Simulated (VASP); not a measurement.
Write the native input for VASP 6.6.1 that does the following.

```
Task                   : single point
Functional             : PBE
Potentials or basis    : VASP PAW PBE potentials, release 64 (Sn_d, Pb_d, Se)
Cutoff                 : 500 eV
k mesh                 : 8 × 6 × 4
Occupations            : gaussian, width 0.01 eV
Spin                   : no spin polarisation
Dipole correction      : no
Further INCAR settings : ALGO = Normal; EDIFF = 1e-06; NBANDS = 72
```

The structure of Sn5PbSe6 lies in POSCAR:

```
Sn5PbSe6
1.0
    4.3048164949      0.0000000000      0.0000000000
    0.0000000000      6.0892622074      0.0000000000
    0.0000000000      0.0000000000     12.9173210832
Sn Pb Se
5 1 6
Direct
    0.0000000000      0.0000000000      0.8322847164
    0.0000000000      0.0000000000      0.1677152836
    0.5000000000      0.5000000000      0.3353552511
    0.0000000000      0.0000000000      0.5000000000
    0.5000000000      0.5000000000      0.6646447489
    0.5000000000      0.5000000000      0.0000000000
    0.0000000000      0.5000000000      0.8279697212
    0.5000000000      0.0000000000      0.0000000000
    0.0000000000      0.5000000000      0.1720302788
    0.5000000000      0.0000000000      0.3337533985
    0.0000000000      0.5000000000      0.5000000000
    0.5000000000      0.0000000000      0.6662466015
```

One way to write it, as run:

INCAR

```
SYSTEM = Sn5PbSe6
PREC = Accurate
ENCUT = 500
EDIFF = 1E-6
ISMEAR = 0
SIGMA = 0.01
LREAL = .False.
LASPH = .True.
NELM = 120
ALGO = Normal
ISIF = 2
LWAVE = .False.
LCHARG = .True.
GGA = PE
LVHAR = .True.
NBANDS = 72
GGA_COMPAT = .False.
KPAR = 4
```

KPOINTS

```
regular mesh
0
Gamma
  8 6 4
  0 0 0
```

Potentials or basis: VASP PAW PBE potentials, release 64 (Sn_d, Pb_d, Se).

Launch:

```console
$ cat potpaw_PBE.64/Sn_d/POTCAR potpaw_PBE.64/Pb_d/POTCAR potpaw_PBE.64/Se/POTCAR > POTCAR
$ mpirun -np 4 vasp_std > vasp.out
```

Results of the run:

```
Pressure               : 0.0 GPa
Largest force          : 0.006 eV/Å
Band gap on the k mesh : 0.24 eV, direct
```

Caveat: spin-orbit coupling is left out, which moves the levels of the heavy elements.

It took 4.6 min on 4 MPI ranks on Intel(R) Xeon(R) Platinum 8559C (Emerald Rapids), with other jobs on the host, peak memory 1.1 GiB a rank.
